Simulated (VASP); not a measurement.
# TiSi2 (Immm) in VASP: a series of runs

Aim: see how the results for TiSi2 move with the level of theory and the settings. Levels: BLYP, r2SCAN. Tasks: single point.

Everything below comes from runs of VASP 6.6.1. Logs are shortened: lines on timing, memory, paths and dates and some standing lists are left out, and cuts for length are marked.

## 1. The cell of the first run

The structure is orthorhombic, space group Immm (No. 71). Conventional cell: a = 3.024 Å, b = 3.490 Å, c = 8.537 Å, α = 90.00°, β = 90.00°, γ = 90.00°. Ti (site symmetry mmm) has 10 Si at 2.72 to 2.83 Å and 4 Ti at 3.02 to 3.49 Å within 3.6 Å. Si (site symmetry mm2) has 9 Si at 2.70 to 3.49 Å and 5 Ti at 2.72 to 2.83 Å within 3.6 Å.

## 2. Single point, BLYP

File INCAR:

```
SYSTEM = TiSi2
PREC     = Accurate       ! precision mode
ENCUT    = 520            ! plane-wave cutoff, eV
EDIFF    = 1E-6           ! SCF threshold, eV
ISMEAR   = -1             ! smearing method
SIGMA    = 0.05           ! smearing width, eV
LREAL    = .FALSE.        ! projectors in reciprocal space
LASPH    = .TRUE.         ! aspherical terms in the spheres
NELM     = 100            ! most SCF steps
ALGO     = Normal         ! electronic algorithm
ISIF     = 2              ! what is computed and relaxed
LWAVE    = .FALSE.        ! write WAVECAR
LCHARG   = .FALSE.        ! write CHGCAR
GGA      = B5             ! functional
ALDAX    = 1.0          
AGGAX    = 1.0          
AGGAC    = 1.0          
ALDAC    = 0.0          
NBANDS   = 17             ! bands
```

File KPOINTS:

```
regular mesh
0
G
  12 12 12
  0 0 0
```

File POSCAR:

```
TiSi2
1.0
   -1.5120776313      1.7451369062      4.2683275994
    1.5120776313     -1.7451369062      4.2683275994
    1.5120776313      1.7451369062     -4.2683275994
Ti Si
1 2
Direct
    0.0000000000      0.0000000000      0.0000000000
    0.6681403335      0.6681403335      0.0000000000
    0.3318596665      0.3318596665      0.0000000000
```

Potentials or basis: VASP PAW PBE potentials, release 64 (Ti_sv, Si).

Command:

```console
$ cat potpaw_PBE.64/Ti_sv/POTCAR potpaw_PBE.64/Si/POTCAR > POTCAR
$ mpirun -np 1 vasp_std > vasp.out
```

OUTCAR:

```text
SYSTEM = TiSi2
   PREC = Accurate
   ENCUT = 520
   EDIFF = 1E-6
   ISMEAR = -1
   LREAL = .FALSE.
   LASPH = .TRUE.
   NELM = 100
   ISIF = 2
   GGA = B5

 ion  position               nearest neighbor table
   1  0.000  0.000  0.000-   2 2.72   2 2.72   2 2.72   3 2.72   2 2.72   3 2.72   3 2.72   3 2.72
                             2 2.83   3 2.83
   2  0.668  0.668  0.000-   3 2.70   3 2.70   3 2.70   3 2.70   1 2.72   1 2.72   1 2.72   1 2.72
                             1 2.83   3 2.87
   3  0.332  0.332  0.000-   2 2.70   2 2.70   2 2.70   2 2.70   1 2.72   1 2.72   1 2.72   1 2.72
                             1 2.83   2 2.87

  LATTYP: Found a body centered orthorhombic cell.
 ALAT       =     3.0241552626
 B/A-ratio  =     1.1541318184
 C/A-ratio  =     2.8228230555

  Lattice vectors:

 A1 = (  -1.5120776313,   1.7451369062,   4.2683275994)
 A2 = (   1.5120776313,  -1.7451369062,   4.2683275994)
 A3 = (   1.5120776313,   1.7451369062,  -4.2683275994)

Analysis of symmetry for initial positions (statically):
=====================================================================
 Subroutine PRICEL returns:
 Original cell was already a primitive cell.

 Routine SETGRP: Setting up the symmetry group for a
 body centered orthorhombic supercell.

 Subroutine GETGRP returns: Found  8 space group operations
 (whereof  8 operations were pure point group operations)
 out of a pool of  8 trial point group operations.

The static configuration has the point symmetry D_2h.

Analysis of symmetry for dynamics (positions and initial velocities):
=====================================================================
 Subroutine PRICEL returns:
 Original cell was already a primitive cell.

 Routine SETGRP: Setting up the symmetry group for a
 body centered orthorhombic supercell.

 Subroutine GETGRP returns: Found  8 space group operations
 (whereof  8 operations were pure point group operations)
 out of a pool of  8 trial point group operations.

The dynamic configuration has the point symmetry D_2h.

 Subroutine INISYM returns: Found  8 space group operations
 (whereof  8 operations are pure point group operations),
 and found     1 'primitive' translations

----------------------------------------------------------------------------------------

                                     Primitive cell

  volume of cell :      45.0528

  direct lattice vectors                    reciprocal lattice vectors
    -1.512077631  1.745136906  4.268327599     0.000000000  0.286510473  0.117141899
     1.512077631 -1.745136906  4.268327599     0.330670853  0.000000000  0.117141899
     1.512077631  1.745136906 -4.268327599     0.330670853  0.286510473  0.000000000

  length of vectors
     4.852885954  4.852885954  4.852885954     0.309532673  0.350806838  0.437528815

  position of ions in fractional coordinates (direct lattice)
     0.000000000  0.000000000  0.000000000
     0.668140333  0.668140333  0.000000000
     0.331859667  0.331859667  0.000000000

  ion indices of the primitive-cell ions
   primitive index   ion index
                 1           1
                 2           2
                 3           3

----------------------------------------------------------------------------------------

 KPOINTS: regular mesh

Automatic generation of k-mesh.
 Grid dimensions read from file:
 generate k-points for:   12   12   12

 Generating k-lattice:

  Cartesian coordinates                     Fractional coordinates (reciprocal lattice)
     0.000000000  0.023875873  0.009761825     0.083333333  0.000000000  0.000000000
     0.027555904  0.000000000  0.009761825     0.000000000  0.083333333  0.000000000
     0.027555904  0.023875873  0.000000000     0.000000000  0.000000000  0.083333333

  Length of vectors
     0.025794389  0.029233903  0.036460735

  Shift w.r.t. Gamma in fractional coordinates (k-lattice)
     0.000000000  0.000000000  0.000000000

 Subroutine IBZKPT returns following result:
 ===========================================

 Found    280 irreducible k-points:

 Following reciprocal coordinates:
            Coordinates               Weight
  0.000000  0.000000  0.000000      1.000000
  0.083333  0.000000  0.000000      4.000000
  0.166667  0.000000 -0.000000      4.000000
  0.250000  0.000000 -0.000000      4.000000
  0.333333  0.000000  0.000000      4.000000
  0.416667  0.000000 -0.000000      4.000000
[... 16 lines left out ...]
  0.250000  0.166667 -0.000000      8.000000
  0.333333  0.166667 -0.000000      8.000000
 [... further k-points ...]
   k-points           NKPTS =    280   k-points in BZ     NKDIM =    280   number of bands    NBANDS=     17
   number of dos      NEDOS =    301   number of ions     NIONS =      3
   total plane-waves  NPLWV =  46656
   dimension x,y,z NGX =    36 NGY =   36 NGZ =   36
   dimension x,y,z NGXF=    72 NGYF=   72 NGZF=   72
   ions per type =               1   2
   NGX,Y,Z   is equivalent  to a cutoff of  12.33, 12.33, 12.33 a.u.
   NGXF,Y,Z  is equivalent  to a cutoff of  24.67, 24.67, 24.67 a.u.
 SYSTEM =  TiSi2
   PREC   = accura    normal or accurate (medium, high low for compatibility)
   ISTART =      0    job   : 0-new  1-cont  2-samecut
   ICHARG =      2    charge: 1-file 2-atom 10-const
   ISPIN  =      1    spin polarized calculation?
   LNONCOLLINEAR =      F non collinear calculations
   LSORBIT =      F    spin-orbit coupling
   LASPH  =      T    aspherical Exc in radial PAW
   ENCUT  =  520.0 eV  38.22 Ry    6.18 a.u.   9.02  9.02  9.02*2*pi/ulx,y,z
   NELM   =    100;   NELMIN=  2; NELMDL= -5     # of ELM steps
   EDIFF  = 0.1E-05   stopping-criterion for ELM
   LREAL  =      F    real-space projection
   EDIFFG = 0.1E-04   stopping-criterion for IOM
   NSW    =      0    number of steps for IOM
   IBRION =     -1    ionic relax: 0-MD 1-quasi-New 2-CG
   NFREE  =      0    steps in history (QN), initial steepest desc. (CG)
   ISIF   =      2    stress and relaxation
   ISYM   =      2    0-nonsym 1-usesym 2-fastsym
   POTIM  = 0.5000    time-step for ionic-motion
   TEBEG  =    0.0;   TEEND  =   0.0 temperature during run
   PSTRESS=    0.0 pullay stress
   NELECT =      20.0000    total number of electrons
   NUPDOWN=      -1.0000    fix difference up-down
   EMIN   =  10.00;   EMAX   =-10.00  energy-range for DOS
   EFERMI =   0.00;   METHOD = LEGACY
   ISMEAR =    -1;   SIGMA  =   0.05  broadening in eV -4-tet -1-fermi 0-gaus
   EFERMI_NEDOS =   21; number of points for ismear=-14 and -15
   IALGO  =     38    algorithm
   IMIX   =      4    mixing-type and parameters
     AMIX     =   0.40;   BMIX     =  1.00
     AMIX_MAG =   1.60;   BMIX_MAG =  1.00
  volume/ion in A,a.u.               =      15.02       101.34
  Fermi-wavevector in a.u.,A,eV,Ry     =   1.248852  2.359989 21.220080  1.559632
  Thomas-Fermi vector in A             =   2.382920
   LORBIT       =      0    0 simple, 1 ext, 2 COOP (PROOUT), +10 PAW based schemes
   GGA     = B5    functional components
   LHFCALC =     F    Hartree Fock is set to
   AEXX    =    0.0000 exact exchange contribution
   IVDW    =     0    specifies the selected vdW correction
   LEPSILON=     F    determine dielectric tensor
   LRPA    =     F    only Hartree local field effects (RPA)
 non-spin polarized calculation
  energy-cutoff  :      520.00
  volume of cell :       45.05
 maximum number of plane-waves:      1244
   NGX = 19   NGY = 19   NGZ = 19

 number of electron      20.0000001 magnetization

 Free energy of the ion-electron system (eV)
  ---------------------------------------------------
  ext. energy  EPLUGINS =         0.00000000
  ---------------------------------------------------
  free energy    TOTEN  =       -16.41281887 eV

  energy without entropy =      -16.40045932  energy(sigma->0) =      -16.40663910

 E-fermi :   9.7189     XC(G=0): -10.8241

 val. band max:        9.7082888522   @ k =  -0.4167   0.1667   0.0000
 cond. band min:       9.7222241686   @ k =   0.5000  -0.4167   0.4167
 fundamental gap:      0.0139353163
 Fermi energy:         9.7188509594

 k-point     1 :       0.0000    0.0000    0.0000
  band No.  band energies     occupation
      1     -46.5237      2.00000
      2     -22.9949      2.00000
      3     -22.9806      2.00000
      4     -22.7683      2.00000
      5      -2.3073      2.00000
      6       5.3142      2.00000
[... 9 lines left out ...]
     16      14.7477      0.00000
     17      15.5339      0.00000

 k-point     2 :       0.0833    0.0000    0.0000
  band No.  band energies     occupation
      1     -46.5233      2.00000
      2     -22.9946      2.00000
      3     -22.9855      2.00000
      4     -22.7679      2.00000
      5      -2.2111      2.00000
      6       4.9228      2.00000
[... 9 lines left out ...]
     16      14.6539      0.00000
     17      15.6009      0.00000

 k-point     3 :       0.1667    0.0000   -0.0000
  band No.  band energies     occupation
      1     -46.5225      2.00000
      2     -22.9990      2.00000
      3     -22.9935      2.00000
      4     -22.7670      2.00000
      5      -1.9257      2.00000
      6       4.3546      2.00000
[... 9 lines left out ...]
     16      15.3625      0.00000
     17      16.0198      0.00000

 k-point     4 :       0.2500    0.0000   -0.0000
  band No.  band energies     occupation
      1     -46.5213      2.00000
      2     -23.0172      2.00000
      3     -22.9921      2.00000
      4     -22.7657      2.00000
      5      -1.4607      2.00000
      6       3.6418      2.00000
[... 9 lines left out ...]
     16      16.2044      0.00000
     17      16.8979      0.00000

 k-point     5 :       0.3333    0.0000    0.0000
  band No.  band energies     occupation
      1     -46.5201      2.00000
      2     -23.0354      2.00000
      3     -22.9907      2.00000
      4     -22.7643      2.00000
      5      -0.8329      2.00000
      6       2.7671      2.00000
[... 9 lines left out ...]
     16      16.7223      0.00000
     17      16.7943      0.00000

 k-point     6 :       0.4167    0.0000   -0.0000
  band No.  band energies     occupation
      1     -46.5192      2.00000
      2     -23.0487      2.00000
      3     -22.9896      2.00000
      4     -22.7634      2.00000
      5      -0.0701      2.00000
      6       1.8162      2.00000
[... 9 lines left out ...]
     16      16.2995      0.00000
     17      16.8155      0.00000
[... 281 lines left out ...]
 k-point    21 :       0.0833    0.1667   -0.0000
  band No.  band energies     occupation
      1     -46.5167      2.00000
      2     -22.9879      2.00000
      3     -22.9783      2.00000
      4     -22.8337      2.00000
      5      -1.6703      2.00000
      6       4.3054      2.00000
[... 9 lines left out ...]
     16      14.5266      0.00000
     17      14.8860      0.00000

 k-point    22 :       0.1667    0.1667   -0.0000
  band No.  band energies     occupation
      1     -46.5158      2.00000
      2     -22.9914      2.00000
      3     -22.9869      2.00000
      4     -22.8324      2.00000
      5      -1.3493      2.00000
      6       3.8931      2.00000
[... 9 lines left out ...]
     16      14.8524      0.00000
     17      15.9070      0.00000

 k-point    23 :       0.2500    0.1667   -0.0000
  band No.  band energies     occupation
      1     -46.5146      2.00000
      2     -23.0091      2.00000
      3     -22.9855      2.00000
      4     -22.8307      2.00000
      5      -0.8610      2.00000
      6       3.4315      2.00000
[... 9 lines left out ...]
     16      14.8997      0.00000
     17      17.0714      0.00000

 k-point    24 :       0.3333    0.1667   -0.0000
  band No.  band energies     occupation
      1     -46.5135      2.00000
      2     -23.0267      2.00000
      3     -22.9839      2.00000
      4     -22.8290      2.00000
      5      -0.2241      2.00000
      6       2.7853      2.00000
[... 9 lines left out ...]
     16      14.4961      0.00000
     17      17.0687      0.00000

 [... further k-points ...]

------------------------ aborting loop because EDIFF is reached ----------------------------------------

  FORCE on cell =-STRESS in cart. coord.  units (eV):
  Direction    XX          YY          ZZ          XY          YZ          ZX
  --------------------------------------------------------------------------------------
  -------------------------------------------------------------------------------------
  Total        0.0941036      0.0872380      0.0939905     -0.0000000      0.0000000      0.0000000
  in kB        3.3465360      3.1023787      3.3425122     -0.0000000      0.0000000      0.0000000
  external PRESSURE =       3.2638090 kB  Pullay stress =       0.0000000 kB

 VOLUME and BASIS-vectors are now :
 -----------------------------------------------------------------------------
  energy-cutoff  :      520.00
  volume of cell :       45.05
      direct lattice vectors                 reciprocal lattice vectors
    -1.512077631  1.745136906  4.268327599     0.000000000  0.286510473  0.117141899
     1.512077631 -1.745136906  4.268327599     0.330670853  0.000000000  0.117141899
     1.512077631  1.745136906 -4.268327599     0.330670853  0.286510473  0.000000000

 POSITION                                       TOTAL-FORCE (eV/Angst)
 -----------------------------------------------------------------------------------
      0.00000      0.00000      0.00000        -0.000000     -0.000000     -0.000000
      0.00000      0.00000      5.70368        -0.000000      0.000000     -0.001016
      0.00000      0.00000      2.83297         0.000000     -0.000000      0.001016
 -----------------------------------------------------------------------------------
    total drift:                               -0.000000      0.000000      0.000000

  FREE ENERGIE OF THE ION-ELECTRON SYSTEM (eV)
  ---------------------------------------------------
  free  energy   TOTEN  =       -16.4128188694 eV

  energy  without entropy=      -16.4004593222  energy(sigma->0) =      -16.40663910
```

Wall time 2.2 min (1 thread of Intel Xeon 6975P-C (Granite Rapids), shared host); peak memory 0.36 GiB.

What came out:

| Property | Result |
| --- | --- |
| Free energy | -16.4128 eV |
| Pressure | 0.3 GPa |
| Band gap on the k mesh | zero (bands 10 and 11 overlap by 2.10 eV) |

Levels at points of the mesh, in eV from the Fermi level:
| k point | band 8 | band 9 | band 10 | band 11 | band 12 | band 13 |
| --- | --- | --- | --- | --- | --- | --- |
| (0.00, 0.00, 0.00) | -1.95 | -0.51 | 0.61 | 2.13 | 2.17 | 2.92 |
| (0.50, 0.00, 0.00) | -3.53 | -0.59 | 0.75 | 1.85 | 2.31 | 3.19 |
| (0.00, 0.50, 0.00) | -3.22 | -0.92 | -0.33 | 0.94 | 2.71 | 3.01 |
| (0.50, 0.50, 0.00) | -4.62 | -2.66 | -1.13 | -0.58 | 2.59 | 2.59 |
| (0.50, 0.50, 0.50) | -1.00 | -0.21 | 0.42 | 1.76 | 2.17 | 2.18 |

Caveat: the PAW data sets were made with another functional, which shifts forces and pressure a little.

## 3. Single point, r2SCAN

This run uses another cell than the first one, of 13.93 Å³/atom.

File POSCAR:

```
TiSi2
1.0
   -1.4672579291      1.7044225932      4.1769207846
    1.4672579291     -1.7044225932      4.1769207846
    1.4672579291      1.7044225932     -4.1769207846
Ti Si
1 2
Direct
    0.0000000000      0.0000000000      0.0000000000
    0.6706736496      0.6706736496      0.0000000000
    0.3293263504      0.3293263504      0.0000000000
```

File INCAR.step1:

```
PREC     = Accurate       # precision mode
ENCUT    = 520            # plane-wave cutoff, eV
ISMEAR   = -1             # smearing method
SIGMA    = 0.05           # smearing width, eV
LREAL    = False          # projectors in reciprocal space
LASPH    = True           # aspherical terms in the spheres
NELM     = 100            # most SCF steps
NBANDS   = 17             # bands
GGA      = PE             # functional
ALGO     = Normal         # electronic algorithm
EDIFF    = 1E-4           # SCF threshold, eV
LWAVE    = True           # write WAVECAR
LCHARG   = False          # write CHGCAR
```

File INCAR.step2:

```
PREC     = Accurate       # precision mode
ENCUT    = 520            # plane-wave cutoff, eV
EDIFF    = 1E-6           # SCF threshold, eV
ISMEAR   = -1             # smearing method
SIGMA    = 0.05           # smearing width, eV
LREAL    = False          # projectors in reciprocal space
LASPH    = True           # aspherical terms in the spheres
NELM     = 100            # most SCF steps
ALGO     = Normal         # electronic algorithm
ISIF     = 2              # what is computed and relaxed
LWAVE    = False          # write WAVECAR
LCHARG   = False          # write CHGCAR
METAGGA  = R2SCAN         # meta-GGA
LMIXTAU  = True         
NBANDS   = 17             # bands
ISTART   = 1
```

File KPOINTS:

```
regular mesh
0
Gamma
  12 12 12
```

Potentials or basis: VASP PAW PBE potentials, release 64 (Ti_sv, Si).

Command:

```console
$ cat potpaw_PBE.64/Ti_sv/POTCAR potpaw_PBE.64/Si/POTCAR > POTCAR
$ cp INCAR.step1 INCAR
$ mpirun -np 1 vasp_std > vasp.out
$ cp INCAR.step2 INCAR
$ mpirun -np 1 vasp_std > vasp.out
```

It took 7.9 min on 1 thread of Intel Xeon 6975P-C (Granite Rapids), shared host; peak memory 0.34 GiB.

It converged, with:

| Property | Result |
| --- | --- |
| Free energy | -31.5318 eV |
| Pressure | 0.3 GPa |
| Largest force | 0.011 eV/Å |
| Band gap on the k mesh | zero (bands 10 and 11 overlap by 2.57 eV) |

Forces on the atoms (eV/Å):
```
Ti   0.000  0.000  0.000
Si   0.000  0.000  0.011
Si   0.000  0.000 -0.011
```

Levels at points of the mesh, in eV from the Fermi level:
```
           k point  band 7  band 8  band 9  band 10  band 11  band 12  band 13  band 14
(0.00, 0.00, 0.00)   -4.34   -2.40   -0.72     0.84     2.16     2.65     3.28     4.10
(0.50, 0.00, 0.00)   -4.78   -4.02   -0.78     1.08     2.27     2.82     3.88     4.30
(0.00, 0.50, 0.00)   -3.99   -3.60   -1.00    -0.45     1.05     2.85     3.69     4.36
(0.50, 0.50, 0.00)   -5.59   -4.89   -3.17    -1.38    -0.85     2.94     3.19     3.40
(0.50, 0.50, 0.50)   -1.54   -1.41   -0.44     0.53     2.21     2.57     2.72     4.01
```

Caveat: the PAW data sets were made with another functional, which shifts forces and pressure a little.
